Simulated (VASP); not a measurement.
# La2O3 (P-3m1) in VASP: notebook

The runs below take La2O3 through single point, with r2SCAN.

Program: VASP 6.6.1. These are calculated values, not measurements. Logs are shortened: lines on timing, memory, paths and dates and some standing lists are left out, and cuts for length are marked.

## (1) The cell of the first run

Symmetry: P-3m1, No. 164, trigonal system. Conventional cell: a = 3.856 Å, b = 3.856 Å, c = 6.004 Å, α = 90.00°, β = 90.00°, γ = 120.00°. Within 3.1 Å of La (site symmetry 3m) lie 7 O at 2.32 to 2.66 Å. Within 3.1 Å of O (site symmetry 3m) lie 4 La at 2.32 to 2.42 Å and 6 O at 2.84 to 3.08 Å. Within 3.5 Å of O (site symmetry -3m) lie 6 La at 2.66 Å and 6 O at 3.08 Å.

## (2) Single point, r2SCAN (strain -2.0%)

File POSCAR:

```
La2O3
1.0
    3.8563995137      0.0000000000      0.0000000000
   -1.9281997569      3.3397399460      0.0000000000
    0.0000000000      0.0000000000      6.0037026099
La O
2 3
Direct
    0.6666666667      0.3333333333      0.7573159128
    0.3333333333      0.6666666667      0.2426840872
    0.6666666667      0.3333333333      0.3537516815
    0.3333333333      0.6666666667      0.6462483185
    0.0000000000      0.0000000000      0.0000000000
```

File INCAR.step1:

```
SYSTEM = La2O3
ALGO     = Normal         ! electronic algorithm
EDIFF    = 1E-4           ! SCF threshold, eV
ENCUT    = 520            ! plane-wave cutoff, eV
GGA      = PE             ! functional
ISMEAR   = 0              ! smearing method
LASPH    = .TRUE.         ! aspherical terms in the spheres
LCHARG   = .FALSE.        ! write CHGCAR
LREAL    = .FALSE.        ! projectors in reciprocal space
LWAVE    = .TRUE.         ! write WAVECAR
NBANDS   = 28             ! bands
NELM     = 80             ! most SCF steps
PREC     = Accurate       ! precision mode
SIGMA    = 0.01           ! smearing width, eV
```

File INCAR.step2:

```
SYSTEM = La2O3
ALGO     = Normal         ! electronic algorithm
EDIFF    = 1E-7           ! SCF threshold, eV
ENCUT    = 520            ! plane-wave cutoff, eV
ISIF     = 2              ! what is computed and relaxed
ISMEAR   = 0              ! smearing method
ISTART   = 1            
LASPH    = .TRUE.         ! aspherical terms in the spheres
LCHARG   = .FALSE.        ! write CHGCAR
LMIXTAU  = .TRUE.       
LREAL    = .FALSE.        ! projectors in reciprocal space
LWAVE    = .FALSE.        ! write WAVECAR
METAGGA  = R2SCAN         ! meta-GGA
NBANDS   = 28             ! bands
NELM     = 80             ! most SCF steps
PREC     = Accurate       ! precision mode
SIGMA    = 0.01           ! smearing width, eV
```

File KPOINTS:

```
k-points
0
G
  12 12 4
  0 0 0
```

Potentials or basis: VASP PAW PBE potentials, release 64 (La, O).

Command:

```sh
> cat potpaw_PBE.64/La/POTCAR potpaw_PBE.64/O/POTCAR > POTCAR
> cp INCAR.step1 INCAR
> mpirun -np 1 vasp_std > vasp.out
> cp INCAR.step2 INCAR
> mpirun -np 1 vasp_std > vasp.out
```

OUTCAR:

```text
SYSTEM = La2O3
   EDIFF = 1E-7
   ENCUT = 520
   ISIF = 2
   ISMEAR = 0
   ISTART = 1
   LASPH = .TRUE.
   LREAL = .FALSE.
   METAGGA = R2SCAN
   NELM = 80
   PREC = Accurate

 ion  position               nearest neighbor table
   1  0.667  0.333  0.757-   4 2.32   4 2.32   4 2.32   3 2.42   5 2.66   5 2.66   5 2.66   2 3.67
                             2 3.67   2 3.67
   2  0.333  0.667  0.243-   3 2.32   3 2.32   3 2.32   4 2.42   5 2.66   5 2.66   5 2.66   1 3.67
                             1 3.67   1 3.67
   3  0.667  0.333  0.354-   2 2.32   2 2.32   2 2.32   1 2.42
   4  0.333  0.667  0.646-   1 2.32   1 2.32   1 2.32   2 2.42
   5  0.000  0.000  0.000-   1 2.66   2 2.66   1 2.66   2 2.66   1 2.66   2 2.66

  LATTYP: Found a hexagonal cell.
 ALAT       =     3.8563995137
 C/A-ratio  =     1.5568155189

  Lattice vectors:

 A1 = (   3.8563995137,   0.0000000000,   0.0000000000)
 A2 = (  -1.9281997569,   3.3397399460,   0.0000000000)
 A3 = (   0.0000000000,   0.0000000000,   6.0037026099)

Analysis of symmetry for initial positions (statically):
=====================================================================
 Subroutine PRICEL returns:
 Original cell was already a primitive cell.

 Routine SETGRP: Setting up the symmetry group for a
 hexagonal supercell.

 Subroutine GETGRP returns: Found 12 space group operations
 (whereof 12 operations were pure point group operations)
 out of a pool of 24 trial point group operations.

The static configuration has the point symmetry D_3d.

Analysis of symmetry for dynamics (positions and initial velocities):
=====================================================================
 Subroutine PRICEL returns:
 Original cell was already a primitive cell.

 Routine SETGRP: Setting up the symmetry group for a
 hexagonal supercell.

 Subroutine GETGRP returns: Found 12 space group operations
 (whereof 12 operations were pure point group operations)
 out of a pool of 24 trial point group operations.

The dynamic configuration has the point symmetry D_3d.

 Subroutine INISYM returns: Found 12 space group operations
 (whereof 12 operations are pure point group operations),
 and found     1 'primitive' translations

----------------------------------------------------------------------------------------

                                     Primitive cell

  volume of cell :      77.3239

  direct lattice vectors                    reciprocal lattice vectors
     3.856399514  0.000000000  0.000000000     0.259309233  0.149712255  0.000000000
    -1.928199757  3.339739946  0.000000000     0.000000000  0.299424511  0.000000000
     0.000000000  0.000000000  6.003702610     0.000000000  0.000000000  0.166563880

  length of vectors
     3.856399514  3.856399514  6.003702610     0.299424511  0.299424511  0.166563880

  position of ions in fractional coordinates (direct lattice)
     0.666666667  0.333333333  0.757315913
     0.333333333  0.666666667  0.242684087
     0.666666667  0.333333333  0.353751682
     0.333333333  0.666666667  0.646248318
     0.000000000  0.000000000  0.000000000

  ion indices of the primitive-cell ions
   primitive index   ion index
                 1           1
                 2           2
                 3           3
                 4           4
                 5           5

----------------------------------------------------------------------------------------

 KPOINTS: k-points

Automatic generation of k-mesh.
 Grid dimensions read from file:
 generate k-points for:   12   12    4

 Generating k-lattice:

  Cartesian coordinates                     Fractional coordinates (reciprocal lattice)
     0.021609103  0.012476021  0.000000000     0.083333333 -0.000000000  0.000000000
     0.000000000  0.024952043  0.000000000     0.000000000  0.083333333  0.000000000
     0.000000000  0.000000000  0.041640970     0.000000000  0.000000000  0.250000000

  Length of vectors
     0.024952043  0.024952043  0.041640970

  Shift w.r.t. Gamma in fractional coordinates (k-lattice)
     0.000000000  0.000000000  0.000000000

 Subroutine IBZKPT returns following result:
 ===========================================

 Found     69 irreducible k-points:

 Following reciprocal coordinates:
            Coordinates               Weight
  0.000000  0.000000  0.000000      1.000000
  0.083333  0.000000  0.000000      6.000000
  0.166667 -0.000000  0.000000      6.000000
  0.250000  0.000000  0.000000      6.000000
  0.333333  0.000000  0.000000      6.000000
  0.416667 -0.000000  0.000000      6.000000
[... 16 lines left out ...]
  0.166667 -0.000000  0.250000      6.000000
  0.000000  0.166667  0.250000      6.000000
 [... further k-points ...]
   k-points           NKPTS =     69   k-points in BZ     NKDIM =     69   number of bands    NBANDS=     28
   number of dos      NEDOS =    301   number of ions     NIONS =      5
   total plane-waves  NPLWV =  43200
   dimension x,y,z NGX =    30 NGY =   30 NGZ =   48
[... 36 lines left out ...]
  Fermi-wavevector in a.u.,A,eV,Ry     =   1.314186  2.483452 23.498421  1.727085
  Thomas-Fermi vector in A             =   2.444457
   LORBIT       =      0    0 simple, 1 ext, 2 COOP (PROOUT), +10 PAW based schemes
   METAGGA = R2SCAN    functional components
   LHFCALC =     F    Hartree Fock is set to
   AEXX    =    0.0000 exact exchange contribution
   IVDW    =     0    specifies the selected vdW correction
   LEPSILON=     F    determine dielectric tensor
   LRPA    =     F    only Hartree local field effects (RPA)
 non-spin polarized calculation
 Gauss-broadening in eV      SIGMA  =   0.01
  energy-cutoff  :      520.00
  volume of cell :       77.32
 maximum number of plane-waves:      2098
 NGX is ok and might be reduce to    30
   NGX = 15   NGY = 15   NGZ = 23

 number of electron      40.0000004 magnetization

 Free energy of the ion-electron system (eV)
  ---------------------------------------------------
  ext. energy  EPLUGINS =         0.00000000
  ---------------------------------------------------
  free energy    TOTEN  =       -95.93939522 eV

  energy without entropy =      -95.93939522  energy(sigma->0) =      -95.93939522

 E-fermi :   6.3560     XC(G=0): -11.4077

 val. band max:        6.3108912260   @ k =   0.2500   0.2500   0.5000
 cond. band min:      10.6328501846   @ k =   0.3333   0.3333   0.0000
 fundamental gap:      4.3219589586
 Fermi energy:         6.3559528821

 k-point     1 :       0.0000    0.0000    0.0000
  band No.  band energies     occupation
      1     -24.2818      2.00000
      2     -23.9524      2.00000
      3     -11.7387      2.00000
      4     -10.4866      2.00000
      5     -10.0545      2.00000
      6      -7.2343      2.00000
[... 20 lines left out ...]
     27      12.6382      0.00000
     28      12.9188      0.00000

 k-point     2 :       0.0833    0.0000    0.0000
  band No.  band energies     occupation
      1     -24.2652      2.00000
      2     -23.9451      2.00000
      3     -11.7321      2.00000
      4     -10.6169      2.00000
      5     -10.1610      2.00000
      6      -7.2716      2.00000
[... 20 lines left out ...]
     27      12.6707      0.00000
     28      12.9038      0.00000

 k-point     3 :       0.1667   -0.0000    0.0000
  band No.  band energies     occupation
      1     -24.2183      2.00000
      2     -23.9260      2.00000
      3     -11.7365      2.00000
      4     -10.9430      2.00000
      5     -10.3725      2.00000
      6      -7.3658      2.00000
[... 20 lines left out ...]
     27      12.7209      0.00000
     28      12.8157      0.00000

 k-point     4 :       0.2500    0.0000    0.0000
  band No.  band energies     occupation
      1     -24.1504      2.00000
      2     -23.9023      2.00000
      3     -11.8071      2.00000
      4     -11.3456      2.00000
      5     -10.4920      2.00000
      6      -7.4826      2.00000
[... 578 lines left out ...]
     27      12.6327      0.00000
     28      12.8033      0.00000

 k-point    23 :       0.1667   -0.0000    0.2500
  band No.  band energies     occupation
      1     -24.1770      2.00000
      2     -23.9705      2.00000
      3     -11.6978      2.00000
      4     -10.9402      2.00000
      5     -10.4149      2.00000
      6      -7.3329      2.00000
[... 20 lines left out ...]
     27      12.6353      0.00000
     28      12.7998      0.00000

 k-point    24 :       0.0000    0.1667    0.2500
  band No.  band energies     occupation
      1     -24.1773      2.00000
      2     -23.9701      2.00000
      3     -11.7205      2.00000
      4     -10.9784      2.00000
      5     -10.3055      2.00000
      6      -7.2978      2.00000
[... 20 lines left out ...]
     27      12.6445      0.00000
     28      12.8058      0.00000

 [... further k-points ...]

------------------------ aborting loop because EDIFF is reached ----------------------------------------

  FORCE on cell =-STRESS in cart. coord.  units (eV):
  Direction    XX          YY          ZZ          XY          YZ          ZX
  --------------------------------------------------------------------------------------
  -------------------------------------------------------------------------------------
  Total        4.4532845      4.4532845      3.1587221     -0.0000000     -0.0000000      0.0000000
  in kB       92.2735406     92.2735406     65.4497759     -0.0000000     -0.0000000      0.0000000
  external PRESSURE =      83.3322857 kB  Pullay stress =       0.0000000 kB

 VOLUME and BASIS-vectors are now :
 -----------------------------------------------------------------------------
  energy-cutoff  :      520.00
  volume of cell :       77.32
      direct lattice vectors                 reciprocal lattice vectors
     3.856399514  0.000000000  0.000000000     0.259309233  0.149712255  0.000000000
    -1.928199757  3.339739946  0.000000000     0.000000000  0.299424511  0.000000000
     0.000000000  0.000000000  6.003702610     0.000000000  0.000000000  0.166563880

 POSITION                                       TOTAL-FORCE (eV/Angst)
 -----------------------------------------------------------------------------------
      1.92820      1.11325      4.54670        -0.000000      0.000000     -0.031472
     -0.00000      2.22649      1.45700         0.000000      0.000000      0.031472
      1.92820      1.11325      2.12382         0.000000      0.000000     -0.007676
     -0.00000      2.22649      3.87988         0.000000     -0.000000      0.007676
      0.00000      0.00000      0.00000        -0.000000      0.000000      0.000000
 -----------------------------------------------------------------------------------
    total drift:                               -0.000000      0.000000     -0.000000

  FREE ENERGIE OF THE ION-ELECTRON SYSTEM (eV)
  ---------------------------------------------------
  free  energy   TOTEN  =       -95.9393952212 eV

  energy  without entropy=      -95.9393952212  energy(sigma->0) =      -95.93939522
```

Run time: 8 min. Hardware: 1 thread of AMD EPYC 9R45 (Zen 5), shared host; peak memory 0.28 GiB.

Results:

| Item | Value |
| --- | --- |
| Free energy | -95.9394 eV |
| Pressure | 8.3 GPa |
| Largest force | 0.031 eV/Å |
| Band gap on the k mesh | 4.32 eV (least direct gap 4.35 eV) |

Forces on the atoms (eV/Å):
```
La   0.000  0.000 -0.031
La   0.000  0.000  0.031
O    0.000  0.000 -0.008
O    0.000  0.000  0.008
O    0.000  0.000  0.000
```

Caveat: the cell differs from its parent crystal (strain -2.0%); the cell stands under pressure; the PAW data sets were made with another functional, which shifts forces and pressure a little; spin-orbit coupling is left out, which moves the levels of the heavy elements. A k mesh can miss the band edges.

## (3) Single point, r2SCAN (strain -1.0%)

File POSCAR:

```
La2O3
1.0
    3.8957505291      0.0000000000      0.0000000000
   -1.9478752646      3.3738189250      0.0000000000
    0.0000000000      0.0000000000      6.0649648814
La O
2 3
Direct
    0.6666666667      0.3333333333      0.7556050586
    0.3333333333      0.6666666667      0.2443949414
    0.6666666667      0.3333333333      0.3537941607
    0.3333333333      0.6666666667      0.6462058393
    0.0000000000      0.0000000000      0.0000000000
```

File INCAR.step1:

```
SYSTEM = La2O3
ALGO = Normal ; EDIFF = 1E-4
ENCUT = 520 ; GGA = PE
ISMEAR = 0 ; LASPH = .True.
LCHARG = .False. ; LREAL = .False.
LWAVE = .True. ; NBANDS = 28
NELM = 60 ; PREC = Accurate
SIGMA = 0.01
```

File INCAR.step2:

```
SYSTEM = La2O3
ALGO = Normal ; EDIFF = 1E-6
ENCUT = 520 ; ISIF = 2
ISMEAR = 0 ; ISTART = 1
LASPH = .True. ; LCHARG = .False.
LMIXTAU = .True. ; LREAL = .False.
LWAVE = .False. ; METAGGA = R2SCAN
NBANDS = 28 ; NELM = 60
PREC = Accurate ; SIGMA = 0.01
```

File KPOINTS:

```
k-points
0
Gamma
  12 12 4
  0 0 0
```

Potentials or basis: VASP PAW PBE potentials, release 64 (La, O).

Command:

```sh
> cat potpaw_PBE.64/La/POTCAR potpaw_PBE.64/O/POTCAR > POTCAR
> cp INCAR.step1 INCAR
> mpirun -np 1 vasp_std > vasp.out
> cp INCAR.step2 INCAR
> mpirun -np 1 vasp_std > vasp.out
```

Wall time 8.1 min (1 thread of AMD EPYC 9R45 (Zen 5), shared host); peak memory 0.29 GiB.

Results (log left out):

```
Free energy            : -96.0310 eV
Pressure               : 3.6 GPa
Largest force          : 0.031 eV/Å
Band gap on the k mesh : 4.29 eV (least direct gap 4.36 eV)
```

Forces on the atoms (eV/Å):
```
La   0.000  0.000 -0.031
La   0.000  0.000  0.031
O    0.000  0.000 -0.012
O    0.000  0.000  0.012
O    0.000  0.000  0.000
```

Stress tensor (GPa, compression positive):
```
3.99 0.00 0.00
0.00 3.99 0.00
0.00 0.00 2.81
```

Levels at points of the mesh, in eV from the valence-band top:
```csv
k point,band 18,band 19,band 20,band 21,band 22,band 23
"(0.00, 0.00, 0.00)",-0.44,-0.44,-0.15,4.89,5.15,5.15
"(0.50, 0.00, 0.00)",-0.67,-0.43,-0.33,4.33,5.35,5.88
"(0.00, 0.00, 0.50)",-0.85,-0.34,-0.34,5.32,5.32,5.34
"(0.50, 0.00, 0.50)",-0.78,-0.35,-0.02,4.98,5.19,5.83
```

Caveat: the cell differs from its parent crystal (strain -1.0%); the cell stands under pressure; the PAW data sets were made with another functional, which shifts forces and pressure a little; spin-orbit coupling is left out, which moves the levels of the heavy elements. A k mesh can miss the band edges.

## (4) Single point, r2SCAN (strain +2.0%)

File POSCAR:

```
La2O3
1.0
    4.0138035754      0.0000000000      0.0000000000
   -2.0069017877      3.4760558621      0.0000000000
    0.0000000000      0.0000000000      6.2487516960
La O
2 3
Direct
    0.6666666667      0.3333333333      0.7500438859
    0.3333333333      0.6666666667      0.2499561141
    0.6666666667      0.3333333333      0.3550802739
    0.3333333333      0.6666666667      0.6449197261
    0.0000000000      0.0000000000      0.0000000000
```

File INCAR.step1:

```
PREC = Accurate
ENCUT = 520
ISMEAR = 0
SIGMA = 0.01
LREAL = False
LASPH = True
NELM = 60
NBANDS = 28
GGA = PE
ALGO = Normal
EDIFF = 1E-4
LWAVE = True
LCHARG = False
```

File INCAR.step2:

```
PREC = Accurate
ENCUT = 520
EDIFF = 1E-7
ISMEAR = 0
SIGMA = 0.01
LREAL = False
LASPH = True
NELM = 60
ALGO = Normal
ISIF = 2
LWAVE = False
LCHARG = False
METAGGA = R2SCAN
LMIXTAU = True
NBANDS = 28
ISTART = 1
```

File KPOINTS:

```
Automatic mesh
0
Gamma
  12 12 4
```

Command:

```sh
> cat potpaw_PBE.64/La/POTCAR potpaw_PBE.64/O/POTCAR > POTCAR
> cp INCAR.step1 INCAR
> mpirun -np 1 vasp_std > vasp.out
> cp INCAR.step2 INCAR
> mpirun -np 1 vasp_std > vasp.out
```

Wall time 8.4 min (1 thread of AMD EPYC 9R45 (Zen 5), shared host); peak memory 0.29 GiB.

It converged, with:

- Free energy: -95.9408 eV
- Pressure: -7.0 GPa
- Largest force: 0.023 eV/Å
- Band gap on the k mesh: 4.09 eV (least direct gap 4.35 eV)

Forces in eV/Å, atoms in the order of the input:
```
La   0.000  0.000 -0.023
La   0.000  0.000  0.023
O    0.000  0.000 -0.005
O    0.000  0.000  0.005
O    0.000  0.000  0.000
```

Stress tensor (GPa, compression positive):
```
-7.72  0.00  0.00
 0.00 -7.72  0.00
 0.00  0.00 -5.62
```

Levels at points of the mesh, in eV from the valence-band top:
```
           k point  band 17  band 18  band 19  band 20  band 21  band 22  band 23  band 24
(0.00, 0.00, 0.00)    -1.52    -0.30    -0.30    -0.08     4.51     4.99     4.99     5.36
(0.50, 0.00, 0.00)    -0.73    -0.72    -0.43    -0.27     4.18     5.02     5.48     5.49
(0.00, 0.00, 0.50)    -1.01    -0.65    -0.22    -0.22     4.95     5.10     5.10     5.23
(0.50, 0.00, 0.50)    -1.03    -0.59    -0.44     0.00     4.74     4.84     5.40     5.50
```

Caveat: the cell differs from its parent crystal (strain +2.0%); the cell stands under tension; the PAW data sets were made with another functional, which shifts forces and pressure a little; spin-orbit coupling is left out, which moves the levels of the heavy elements.

## (5) Overview

```csv
cell,gap on the mesh (eV),pressure (GPa),largest force (eV/Å)
"a = 3.856, b = 3.856, c = 6.004 Å, angles 90.0, 90.0, 120.0°, 5 atoms, strain -2.0%",4.32,8.3,0.03
"a = 3.896, b = 3.896, c = 6.065 Å, angles 90.0, 90.0, 120.0°, 5 atoms, strain -1.0%",4.29,3.6,0.03
"a = 4.014, b = 4.014, c = 6.249 Å, angles 90.0, 90.0, 120.0°, 5 atoms, strain +2.0%",4.09,-7.0,0.02
```

Alike in all rows: task single point; level r2SCAN; potentials or basis VASP PAW PBE potentials, release 64 (La, O); no spin polarisation; k mesh 12 × 12 × 4; cutoff (eV) 520; smearing gaussian 0.01 eV.

Caveats: the PAW data sets were made with another functional, which shifts forces and pressure a little; spin-orbit coupling is left out, which moves the levels of the heavy elements; the cell stands under pressure (at least some runs); the cell stands under tension (at least some runs).

Absolute energies hang on the potentials; compare differences alone.
